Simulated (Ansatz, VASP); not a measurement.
**Two plane-wave programs on TePb**

```
Pb Te
1.0
     0.00000    3.64149    3.64149
     3.64149    0.00000    3.64149
     3.64149    3.64149    0.00000
Pb Te
1 1
Direct
  0.00000 0.00000 0.00000
  0.25000 0.25000 0.25000
```

Alike in both runs: task single point; functional PBE-based global hybrid; k mesh 4 × 4 × 4; no spin polarisation.

|  | VASP | Ansatz |
| --- | --- | --- |
| version | VASP 6.6.1 | Ansatz 0.2.0 |
| potentials or method | VASP PAW PBE potentials, release 64 (Pb_d, Te) | plane waves |
| plane-wave cutoff (eV) | 520 | 420 |
| occupations | gaussian, width 0.01 eV | fixed |
| valence electrons in the cell | 20 | 30 |

|  | VASP | Ansatz | Ansatz less VASP |
| --- | --- | --- | --- |
| gap on the k mesh at the Fermi level (eV) | 2.25 | 2.21 | -0.042 |
| pressure (GPa) | -0.6 | -0.2 | +0.32 |

VASP's potentials were made for PBE, not for PBE-based global hybrid. VASP's potentials hold 20 valence electrons a cell and Ansatz's 30, so a difference there can come from the potentials and not from the codes. Ansatz's warnings: stress exchange threshold loose, stress scf threshold loose.

Neither program's run includes spin-orbit coupling.
